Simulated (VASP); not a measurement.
# LiNbO3 (R-3c) in VASP: further runs

The runs below take LiNbO3 through single point, relaxation of cell and atoms, with PBE.

All numbers are computed with VASP 6.6.1; they aren't measurements. Logs are shortened: lines on timing, memory, paths and dates and some standing lists are left out, and cuts for length are marked.

## 1. The cell of the first run

It takes space group R-3c (No. 167, trigonal). Conventional cell: a = 5.223 Å, b = 5.223 Å, c = 13.795 Å, α = 90.00°, β = 90.00°, γ = 120.00°. Li (site symmetry 32) has 3 O at 1.99 Å within 2.6 Å. Within 2.6 Å of Nb (site symmetry -3) lie 6 O at 2.00 Å. O (site symmetry 2) has 1 Li at 1.99 Å and 2 Nb at 2.00 Å within 2.6 Å.

## 2. Single point, PBE

File INCAR:

```
SYSTEM = LiNbO3
PREC = Accurate
ENCUT = 750
EDIFF = 1E-6
ISMEAR = 0
SIGMA = 0.02
LREAL = .False.
LASPH = .True.
NELM = 120
ALGO = Normal
ISIF = 2
LWAVE = .False.
LCHARG = .False.
GGA = PE
NBANDS = 45
GGA_COMPAT = .False.
```

File KPOINTS:

```
Automatic mesh
0
Gamma
  6 6 6
  0 0 0
```

File POSCAR:

```
LiNbO3
1.0
    2.6115388115      1.5077726358      4.5982382895
   -2.6115388115      1.5077726358      4.5982382895
    0.0000000000     -3.0155452716      4.5982382895
Li Nb O
2 2 6
Direct
    0.7500000000      0.7500000000      0.7500000000
    0.2500000000      0.2500000000      0.2500000000
    0.0000000000      0.0000000000      0.0000000000
    0.5000000000      0.5000000000      0.5000000000
    0.6304148134      0.8695851866      0.2500000000
    0.8695851866      0.2500000000      0.6304148134
    0.3695851866      0.1304148134      0.7500000000
    0.7500000000      0.3695851866      0.1304148134
    0.1304148134      0.7500000000      0.3695851866
    0.2500000000      0.6304148134      0.8695851866
```

Potentials or basis: VASP PAW PBE potentials, release 64 (Li_sv, Nb_sv, O).

Launch:

```bash
cat potpaw_PBE.64/Li_sv/POTCAR potpaw_PBE.64/Nb_sv/POTCAR potpaw_PBE.64/O/POTCAR > POTCAR
mpirun -np 1 vasp_std > vasp.out
```

OUTCAR:

```text
SYSTEM = LiNbO3
   PREC = Accurate
   ENCUT = 750
   EDIFF = 1E-6
   ISMEAR = 0
   LREAL = .False.
   LASPH = .True.
   NELM = 120
   ISIF = 2
   GGA = PE

 ion  position               nearest neighbor table
   1  0.750  0.750  0.750-   8 1.99   9 1.99   7 1.99
   2  0.250  0.250  0.250-   6 1.99  10 1.99   5 1.99
   3  0.000  0.000  0.000-   5 2.00   7 2.00   6 2.00   9 2.00   8 2.00  10 2.00
   4  0.500  0.500  0.500-   5 2.00   7 2.00   8 2.00  10 2.00   9 2.00   6 2.00
   5  0.630  0.870  0.250-   2 1.99   3 2.00   4 2.00
   6  0.870  0.250  0.630-   2 1.99   3 2.00   4 2.00
   7  0.370  0.130  0.750-   1 1.99   3 2.00   4 2.00
   8  0.750  0.370  0.130-   1 1.99   4 2.00   3 2.00
   9  0.130  0.750  0.370-   1 1.99   3 2.00   4 2.00
  10  0.250  0.630  0.870-   2 1.99   4 2.00   3 2.00

  LATTYP: Found a trigonal (rhomboedric) cell.
 ALAT       =     5.4988461201
 COS(alpha) =     0.5488927244

  Lattice vectors:

 A1 = (   2.6115388115,   1.5077726358,   4.5982382895)
 A2 = (  -2.6115388115,   1.5077726358,   4.5982382895)
 A3 = (   0.0000000000,  -3.0155452716,   4.5982382895)

Analysis of symmetry for initial positions (statically):
=====================================================================
 Subroutine PRICEL returns:
 Original cell was already a primitive cell.

 Routine SETGRP: Setting up the symmetry group for a
 trigonal (rhombohedral) supercell.

 Subroutine GETGRP returns: Found 12 space group operations
 (whereof  6 operations were pure point group operations)
 out of a pool of 12 trial point group operations.

The static configuration has the point symmetry S_6 .
 The point group associated with its full space group is D_3d.

Analysis of symmetry for dynamics (positions and initial velocities):
=====================================================================
 Subroutine PRICEL returns:
 Original cell was already a primitive cell.

 Routine SETGRP: Setting up the symmetry group for a
 trigonal (rhombohedral) supercell.

 Subroutine GETGRP returns: Found 12 space group operations
 (whereof  6 operations were pure point group operations)
 out of a pool of 12 trial point group operations.

The dynamic configuration has the point symmetry S_6 .
 The point group associated with its full space group is D_3d.

 Subroutine INISYM returns: Found 12 space group operations
 (whereof  6 operations are pure point group operations),
 and found     1 'primitive' translations

----------------------------------------------------------------------------------------

                                     Primitive cell

  volume of cell :     108.6363

  direct lattice vectors                    reciprocal lattice vectors
     2.611538812  1.507772636  4.598238290     0.191458001  0.110538328  0.072491531
    -2.611538812  1.507772636  4.598238290    -0.191458001  0.110538328  0.072491531
     0.000000000 -3.015545272  4.598238290     0.000000000 -0.221076657  0.072491531

  length of vectors
     5.498846120  5.498846120  5.498846120     0.232658355  0.232658355  0.232658355

  position of ions in fractional coordinates (direct lattice)
     0.750000000  0.750000000  0.750000000
     0.250000000  0.250000000  0.250000000
     0.000000000  0.000000000  0.000000000
     0.500000000  0.500000000  0.500000000
     0.630414813  0.869585187  0.250000000
     0.869585187  0.250000000  0.630414813
     0.369585187  0.130414813  0.750000000
     0.750000000  0.369585187  0.130414813
     0.130414813  0.750000000  0.369585187
     0.250000000  0.630414813  0.869585187

  ion indices of the primitive-cell ions
   primitive index   ion index
                 1           1
                 2           2
                 3           3
                 4           4
                 5           5
                 6           6
                 7           7
                 8           8
                 9           9
                10          10

----------------------------------------------------------------------------------------

 KPOINTS: Automatic mesh

Automatic generation of k-mesh.
 Grid dimensions read from file:
 generate k-points for:    6    6    6

 Generating k-lattice:

  Cartesian coordinates                     Fractional coordinates (reciprocal lattice)
     0.031909667  0.018423055  0.012081922     0.166666667  0.000000000 -0.000000000
    -0.031909667  0.018423055  0.012081922     0.000000000  0.166666667 -0.000000000
     0.000000000 -0.036846109  0.012081922    -0.000000000 -0.000000000  0.166666667

  Length of vectors
     0.038776393  0.038776393  0.038776393

  Shift w.r.t. Gamma in fractional coordinates (k-lattice)
     0.000000000  0.000000000  0.000000000

 Subroutine IBZKPT returns following result:
 ===========================================

 Found     32 irreducible k-points:

 Following reciprocal coordinates:
            Coordinates               Weight
  0.000000  0.000000  0.000000      1.000000
  0.166667 -0.000000  0.000000      6.000000
  0.333333 -0.000000 -0.000000      6.000000
  0.500000  0.000000 -0.000000      3.000000
  0.166667  0.166667  0.000000      6.000000
  0.333333  0.166667  0.000000     12.000000
[... 16 lines left out ...]
  0.500000  0.500000  0.166667      6.000000
 -0.333333  0.500000  0.166667     12.000000
 [... further k-points ...]
   k-points           NKPTS =     32   k-points in BZ     NKDIM =     32   number of bands    NBANDS=     45
   number of dos      NEDOS =    301   number of ions     NIONS =     10
   total plane-waves  NPLWV = 125000
   dimension x,y,z NGX =    50 NGY =   50 NGZ =   50
   dimension x,y,z NGXF=   100 NGYF=  100 NGZF=  100
   ions per type =               2   2   6
   NGX,Y,Z   is equivalent  to a cutoff of  15.12, 15.12, 15.12 a.u.
   NGXF,Y,Z  is equivalent  to a cutoff of  30.23, 30.23, 30.23 a.u.
 SYSTEM =  LiNbO3
   PREC   = accura    normal or accurate (medium, high low for compatibility)
   ISTART =      0    job   : 0-new  1-cont  2-samecut
   ICHARG =      2    charge: 1-file 2-atom 10-const
   ISPIN  =      1    spin polarized calculation?
   LNONCOLLINEAR =      F non collinear calculations
   LSORBIT =      F    spin-orbit coupling
   LASPH  =      T    aspherical Exc in radial PAW
   ENCUT  =  750.0 eV  55.12 Ry    7.42 a.u.  12.28 12.28 12.28*2*pi/ulx,y,z
   NELM   =    120;   NELMIN=  2; NELMDL= -5     # of ELM steps
   EDIFF  = 0.1E-05   stopping-criterion for ELM
   LREAL  =      F    real-space projection
   EDIFFG = 0.1E-04   stopping-criterion for IOM
   NSW    =      0    number of steps for IOM
   IBRION =     -1    ionic relax: 0-MD 1-quasi-New 2-CG
   NFREE  =      0    steps in history (QN), initial steepest desc. (CG)
   ISIF   =      2    stress and relaxation
   ISYM   =      2    0-nonsym 1-usesym 2-fastsym
   POTIM  = 0.5000    time-step for ionic-motion
   TEBEG  =    0.0;   TEEND  =   0.0 temperature during run
   PSTRESS=    0.0 pullay stress
   NELECT =      68.0000    total number of electrons
   NUPDOWN=      -1.0000    fix difference up-down
   EMIN   =  10.00;   EMAX   =-10.00  energy-range for DOS
   EFERMI =   0.00;   METHOD = LEGACY
   ISMEAR =     0;   SIGMA  =   0.02  broadening in eV -4-tet -1-fermi 0-gaus
   EFERMI_NEDOS =   21; number of points for ismear=-14 and -15
   IALGO  =     38    algorithm
   IMIX   =      4    mixing-type and parameters
     AMIX     =   0.40;   BMIX     =  1.00
     AMIX_MAG =   1.60;   BMIX_MAG =  1.00
  volume/ion in A,a.u.               =      10.86        73.31
  Fermi-wavevector in a.u.,A,eV,Ry     =   1.400402  2.646376 26.682743  1.961126
  Thomas-Fermi vector in A             =   2.523366
   LORBIT       =      0    0 simple, 1 ext, 2 COOP (PROOUT), +10 PAW based schemes
   GGA     = PE    functional components
   LHFCALC =     F    Hartree Fock is set to
   AEXX    =    0.0000 exact exchange contribution
   IVDW    =     0    specifies the selected vdW correction
   LEPSILON=     F    determine dielectric tensor
   LRPA    =     F    only Hartree local field effects (RPA)
 non-spin polarized calculation
 Gauss-broadening in eV      SIGMA  =   0.02
  energy-cutoff  :      750.00
  volume of cell :      108.64
 maximum number of plane-waves:      5091
 NGX is ok and might be reduce to    50
   NGX = 25   NGY = 25   NGZ = 25

 number of electron      67.9999992 magnetization

 Free energy of the ion-electron system (eV)
  ---------------------------------------------------
  ext. energy  EPLUGINS =         0.00000000
  ---------------------------------------------------
  free energy    TOTEN  =       -79.78434393 eV

  energy without entropy =      -79.78434393  energy(sigma->0) =      -79.78434393

 E-fermi :   3.6341     XC(G=0): -10.6869

 val. band max:        3.5398493800   @ k =  -0.1667   0.1667   0.0000
 cond. band min:       6.0325243895   @ k =   0.5000   0.5000   0.0000
 fundamental gap:      2.4926750095
 Fermi energy:         3.6340780735

 k-point     1 :       0.0000    0.0000    0.0000
  band No.  band energies     occupation
      1     -50.9988      2.00000
      2     -50.9849      2.00000
      3     -39.3852      2.00000
      4     -39.3834      2.00000
      5     -27.2025      2.00000
      6     -27.2025      2.00000
[... 37 lines left out ...]
     44      14.3941      0.00000
     45      14.6789      0.00000

 k-point     2 :       0.1667   -0.0000    0.0000
  band No.  band energies     occupation
      1     -50.9979      2.00000
      2     -50.9858      2.00000
      3     -39.3851      2.00000
      4     -39.3835      2.00000
      5     -27.1929      2.00000
      6     -27.1923      2.00000
[... 37 lines left out ...]
     44      13.9278      0.00000
     45      14.0170      0.00000

 k-point     3 :       0.3333   -0.0000   -0.0000
  band No.  band energies     occupation
      1     -50.9953      2.00000
      2     -50.9883      2.00000
      3     -39.3848      2.00000
      4     -39.3839      2.00000
      5     -27.1657      2.00000
      6     -27.1642      2.00000
[... 997 lines left out ...]
     44      13.2105      0.00000
     45      13.5065      0.00000

 k-point    24 :      -0.3333    0.5000    0.1667
  band No.  band energies     occupation
      1     -50.9930      2.00000
      2     -50.9906      2.00000
      3     -39.3845      2.00000
      4     -39.3842      2.00000
      5     -27.2125      2.00000
      6     -27.2086      2.00000
[... 37 lines left out ...]
     44      13.2929      0.00000
     45      13.6290      0.00000

 [... further k-points ...]
[... 5 lines left out ...]
  --------------------------------------------------------------------------------------
  -------------------------------------------------------------------------------------
  Total       -0.3246254     -0.3246254     -0.3354170      0.0000000     -0.0000000     -0.0000000
  in kB       -4.7876022     -4.7876022     -4.9467570      0.0000000     -0.0000000     -0.0000000
  external PRESSURE =      -4.8406538 kB  Pullay stress =       0.0000000 kB

 VOLUME and BASIS-vectors are now :
 -----------------------------------------------------------------------------
  energy-cutoff  :      750.00
  volume of cell :      108.64
      direct lattice vectors                 reciprocal lattice vectors
     2.611538812  1.507772636  4.598238290     0.191458001  0.110538328  0.072491531
    -2.611538812  1.507772636  4.598238290    -0.191458001  0.110538328  0.072491531
     0.000000000 -3.015545272  4.598238290     0.000000000 -0.221076657  0.072491531

 POSITION                                       TOTAL-FORCE (eV/Angst)
 -----------------------------------------------------------------------------------
      0.00000      0.00000     10.34604        -0.000000      0.000000     -0.000000
      0.00000      0.00000      3.44868        -0.000000      0.000000     -0.000000
      0.00000      0.00000      0.00000        -0.000000      0.000000     -0.000000
      0.00000      0.00000      6.89736        -0.000000      0.000000     -0.000000
     -0.62460      1.50777      8.04692         0.012250      0.000000      0.000000
      1.61807     -0.21296      8.04692        -0.006125     -0.010608     -0.000000
      0.62460     -1.50777      5.74780        -0.012250      0.000000     -0.000000
      0.99347      1.29481      5.74780         0.006125     -0.010608     -0.000000
     -1.61807      0.21296      5.74780         0.006125      0.010608     -0.000000
     -0.99347     -1.29481      8.04692        -0.006125      0.010608     -0.000000
 -----------------------------------------------------------------------------------
    total drift:                               -0.000000     -0.000000      0.000000

  FREE ENERGIE OF THE ION-ELECTRON SYSTEM (eV)
  ---------------------------------------------------
  free  energy   TOTEN  =       -79.7843439302 eV

  energy  without entropy=      -79.7843439302  energy(sigma->0) =      -79.78434393
```

Wall time 8.4 min (1 thread of Oxide Virtual Turin-like, shared host); peak memory 0.45 GiB.

Results:

```
Free energy            : -79.7843 eV
Pressure               : -0.5 GPa
Largest force          : 0.012 eV/Å
Band gap on the k mesh : 2.49 eV (least direct gap 2.62 eV)
```

Forces on the atoms (eV/Å):
```
Li   0.000  0.000  0.000
Li   0.000  0.000  0.000
Nb   0.000  0.000  0.000
Nb   0.000  0.000  0.000
O    0.012  0.000  0.000
O   -0.006 -0.011  0.000
O   -0.012  0.000  0.000
O    0.006 -0.011  0.000
O    0.006  0.011  0.000
O   -0.006  0.011  0.000
```

## 3. Relaxation of cell and atoms, PBE

This run uses another cell than the first one, of 10.89 Å³/atom.

File INCAR:

```
SYSTEM = LiNbO3
PREC = Accurate
ENCUT = 750
EDIFF = 1E-7
ISMEAR = 0
SIGMA = 0.02
LREAL = .FALSE.
LASPH = .TRUE.
NELM = 120
ALGO = Normal
ISIF = 3
LWAVE = .FALSE.
LCHARG = .FALSE.
GGA = PE
IBRION = 2
NSW = 100
EDIFFG = -0.01
GGA_COMPAT = .FALSE.
NELMIN = 4
```

File KPOINTS:

```
regular mesh
0
G
  6 6 6
  0 0 0
```

File POSCAR:

```
LiNbO3
1.0
    2.6135471228      1.5089321349      4.6008923322
   -2.6135471228      1.5089321349      4.6008923322
    0.0000000000     -3.0178642698      4.6008923322
Li Nb O
2 2 6
Direct
    0.7500000000      0.7500000000      0.7500000000
    0.2500000000      0.2500000000      0.2500000000
    0.0000000000      0.0000000000      0.0000000000
    0.5000000000      0.5000000000      0.5000000000
    0.6310633706      0.8689366294      0.2500000000
    0.8689366294      0.2500000000      0.6310633706
    0.3689366294      0.1310633706      0.7500000000
    0.7500000000      0.3689366294      0.1310633706
    0.1310633706      0.7500000000      0.3689366294
    0.2500000000      0.6310633706      0.8689366294
```

Potentials or basis: VASP PAW PBE potentials, release 64 (Li_sv, Nb_sv, O).

Launch:

```bash
cat potpaw_PBE.64/Li_sv/POTCAR potpaw_PBE.64/Nb_sv/POTCAR potpaw_PBE.64/O/POTCAR > POTCAR
mpirun -np 1 vasp_std > vasp.out
```

It took 29 min on 1 thread of Oxide Virtual Turin-like, shared host; peak memory 0.45 GiB.

Results (log left out):

| Quantity | Value |
| --- | --- |
| Free energy | -79.7851 eV |
| Relaxed volume | 10.84 Å³/atom |
| Relaxed cell | a = 5.493 Å, b = 5.493 Å, c = 5.493 Å, α = 56.75°, β = 56.75°, γ = 56.75° |
| Space group after relaxing (to 0.1 Å) | R-3c (No. 167) |
| Energy gained by relaxing | 0.1 meV/atom |
| Ionic steps | 5 |
| Pressure after relaxing | 0.0 GPa |
| Band gap on the k mesh | 2.50 eV (least direct gap 2.62 eV) |

Stress tensor (GPa, compression positive):
```
-0.04  0.00  0.00
 0.00 -0.04  0.00
 0.00  0.00  0.07
```

Step by step:
```tsv
step	energy change (eV)	largest force (eV/Å)	pressure (GPa)	volume (Å³)
1	0.0000	0.0012	-0.69	108.87
2	0.0000	0.0490	0.72	108.13
3	-0.0008	0.0235	0.00	108.50
4	-0.0009	0.0175	0.00	108.47
5	-0.0011	0.0017	0.00	108.37
```

Final structure:
```
Li Nb O
1.0
     2.61019    1.50700    4.59176
    -2.61019    1.50700    4.59176
     0.00000   -3.01399    4.59176
Li Nb O
2 2 6
Direct
  0.75000 0.75000 0.75000
  0.25000 0.25000 0.25000
  0.00000 0.00000 0.00000
  0.50000 0.50000 0.50000
  0.63036 0.86964 0.25000
  0.86964 0.25000 0.63036
  0.36964 0.13036 0.75000
  0.75000 0.36964 0.13036
  0.13036 0.75000 0.36964
  0.25000 0.63036 0.86964
```

Levels at points of the mesh, in eV from the valence-band top:
| k point | band 31 | band 32 | band 33 | band 34 | band 35 | band 36 | band 37 | band 38 |
| --- | --- | --- | --- | --- | --- | --- | --- | --- |
| (0.00, 0.00, 0.00) | -0.25 | -0.21 | -0.21 | -0.07 | 2.55 | 2.55 | 2.72 | 4.62 |
| (0.50, 0.00, 0.00) | -0.28 | -0.28 | -0.23 | -0.23 | 4.09 | 4.09 | 4.14 | 4.14 |
| (0.50, 0.50, 0.00) | -0.98 | -0.42 | -0.31 | -0.26 | 2.50 | 3.59 | 3.93 | 4.32 |
| (0.50, 0.50, 0.50) | -0.30 | -0.30 | -0.30 | -0.30 | 4.15 | 4.15 | 4.41 | 4.41 |

A k mesh can miss the band edges.
